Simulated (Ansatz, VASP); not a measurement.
TaS2: VASP beside Ansatz

```
Ta S
1.0
     3.39409    0.00000    0.00000
    -1.69704    2.93936    0.00000
     0.00000    0.00000    5.93711
Ta S
1 2
Direct
  0.00000 0.00000 0.00000
  0.33333 0.66667 0.25000
  0.66667 0.33333 0.75000
```

Change from the starting cell: volume scaled by 1.04, crystal datasets.

Alike in both runs: task electric field gradients; functional LDA; k mesh 9 × 9 × 5; occupations fermi-dirac, width 0.03 eV; no spin polarisation.

```csv
,VASP,Ansatz
version,VASP 6.6.1,Ansatz 0.2.0
potentials or method,"VASP PAW LDA potentials, release 64 (Ta_pv, S), cutoff 400 eV","all-electron PAW with datasets made for the crystal, scalar-relativistic"
```

```tsv
	VASP	Ansatz	Ansatz less VASP
pressure (GPa)	-3.6	-3.8	-0.26
traceless stress, the component that is largest in VASP (GPa)	3.31	3.28	-0.038
rms of the force components (eV/Å)	0.092	0.071	-0.0213
size of Vzz on the site where it differs most (V/Å²)	139.5	170.8	+31.35
```

LDA's correlation is that of Perdew and Zunger in VASP and of Perdew and Wang (1992) in Ansatz. Atom by atom the forces differ by 0.021 eV/Å (rms over components). Ansatz ran all-electron here, and VASP with PAW potentials.

Neither program's run includes spin-orbit coupling.
